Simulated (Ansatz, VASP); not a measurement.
# One calculation of GaP, two programs

File POSCAR:

```
GaP
1.0
    0.0000000000      2.6981452945      2.7489678072
    2.6981452945      0.0000000000      2.7489678072
    2.6981452945      2.6981452945      0.0000000000
Ga P
1 1
Direct
    0.0000000000      0.0000000000      0.0000000000
    0.2500000000      0.2500000000      0.2500000000
```

Contents of INCAR.step1:

```
ALGO = Normal
EDIFF = 1E-4
ENCUT = 520
GGA = PE
ISMEAR = 0
LASPH = True
LCHARG = False
LREAL = False
LWAVE = True
NBANDS = 16
NELM = 60
PREC = Accurate
SIGMA = 0.01
```

Contents of INCAR.step2:

```
ALGO = Normal
EDIFF = 1E-6
ENCUT = 520
ISIF = 2
ISMEAR = 0
ISTART = 1
LASPH = True
LCHARG = False
LMIXTAU = True
LREAL = False
LWAVE = False
METAGGA = R2SCAN
NBANDS = 16
NELM = 60
PREC = Accurate
SIGMA = 0.01
```

Contents of KPOINTS:

```
k-points
0
Gamma
  8 8 8
```

Input for Ansatz:

```yaml
crystal:
  lattice:
    - [0.0, 2.6981452945, 2.7489678072]
    - [2.6981452945, 0.0, 2.7489678072]
    - [2.6981452945, 2.6981452945, 0.0]
  atoms:
    - { symbol: Ga, position: [0.0, 0.0, 0.0] }
    - { symbol: P, position: [0.25, 0.25, 0.25] }
kpoints:
  mp_grid: { grid: [8, 8, 8] }
  band_path:
    path:
      - [0.0, 0.0, 0.0]
      - [-0.5, -0.5, 0.0]
      - [-0.375, -0.375, 0.25]
      - [-0.375, 0.0, 0.375]
      - [0.0, 0.0, 0.5]
      - [-0.5, -0.25, 0.25]
      - [0.0, 0.424479, 0.424479]
    npoints: 1
hamiltonian:
  xc: r2scan
scf:
  occupations: { method: fixed }
  n_extra_bands: 4
output:
  forces: true
  stress: true
  eigenvalues: true
  write_density: true
  write_potential: true
  elf: true
  volumetric_format: npy
```

Change from the starting cell: epitaxial_xy strain -1.0%.

Alike in both runs: task single point; functional r2SCAN; k mesh 8 × 8 × 8; no spin polarisation.

|  | VASP | Ansatz |
| --- | --- | --- |
| version | VASP 6.6.1 | Ansatz 0.2.0 |
| potentials or method | VASP PAW PBE potentials, release 64 (Ga_d, P) | plane waves, PAW |
| plane-wave cutoff (eV) | 520 | 500 |
| occupations | gaussian, width 0.01 eV | fixed |
| valence electrons in the cell | 18 | 18 |

```csv
,VASP,Ansatz,Ansatz less VASP
gap on the k mesh at the Fermi level (eV),1.79,1.78,-0.008
pressure (GPa),1.0,1.1,+0.04
"traceless stress, the component that is largest in VASP (GPa)",-1.05,-1.06,-0.009
```

VASP's potentials were made for PBE, not for r2SCAN.
